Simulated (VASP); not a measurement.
## LiF: single point with PBE

The system is LiF.

```
Li F
1.0
     0.00000    2.03366    2.03366
     2.03366    0.00000    2.03366
     2.03366    2.03366    0.00000
Li F
1 1
Direct
  0.00000 0.00000 0.00000
  0.50000 0.50000 0.50000
```

```json
{
 "Program": "VASP 6.6.1",
 "Task": "single point",
 "Functional": "PBE",
 "Potentials or basis": "VASP PAW PBE potentials, release 64 (Li_sv, F)",
 "Cutoff": "750 eV",
 "k mesh": "8 × 8 × 8",
 "Occupations": "gaussian, width 0.05 eV",
 "Spin": "no spin polarisation",
 "Dipole correction": "no",
 "Further INCAR settings": "ALGO = Normal; EDIFF = 1e-06; NBANDS = 12"
}
```

```json
{
 "Pressure": "-0.7 GPa",
 "Band gap on the k mesh": "8.82 eV"
}
```

Levels at points of the mesh, in eV from the valence-band top:
```tsv
k point	band 3	band 4	band 5	band 6	band 7	band 8
(0.00, 0.00, 0.00)	0.00	0.00	0.00	8.82	23.59	23.59
(0.50, 0.00, 0.00)	-2.43	-0.22	-0.22	10.62	16.38	18.67
(0.50, 0.50, 0.00)	-2.88	-0.96	-0.96	14.54	16.34	17.08
```

It took 7.9 s on 1 thread of AMD EPYC 7R13 Processor (Zen 3), on a shared host, peak memory 0.12 GiB.

A k mesh can miss the band edges.
